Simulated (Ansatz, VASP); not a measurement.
**One calculation of V, two programs**

```xyz
1
Lattice="-1.5144 1.5144 1.5144 1.5144 -1.5144 1.5144 1.5144 1.5144 -1.5144" Properties=species:S:1:pos:R:3 pbc="T T T"
V     0.0000    0.0000    0.0000
```

Alike in both runs: task single point; functional PBE; k mesh 12 × 12 × 12; occupations gaussian, width 0.023 eV; collinear spin.

```csv
,VASP,Ansatz
version,VASP 6.6.1,Ansatz 0.2.0
potentials or method,"VASP PAW PBE potentials, release 64 (V_sv), cutoff 520 eV","all-electron LAPW, scalar-relativistic"
```

Ansatz gave:

- gap on the k mesh at the Fermi level (eV): none
- pressure (GPa): -5.3
- net moment per atom (μB): 0.12
- size of the moment on the site where the two differ most (μB): 0.11

Task: What did VASP give for the same quantities?

Result: gap on the k mesh at the Fermi level (eV): none; pressure (GPa): -5.1; net moment per atom (μB): 0.13; size of the moment on the site where the two differ most (μB): 0.11.

Site moments also hang on the region over which each program counts them. A gap of «none» marks a metal or a gap that the smearing closes. Ansatz ran all-electron here, and VASP with PAW potentials.
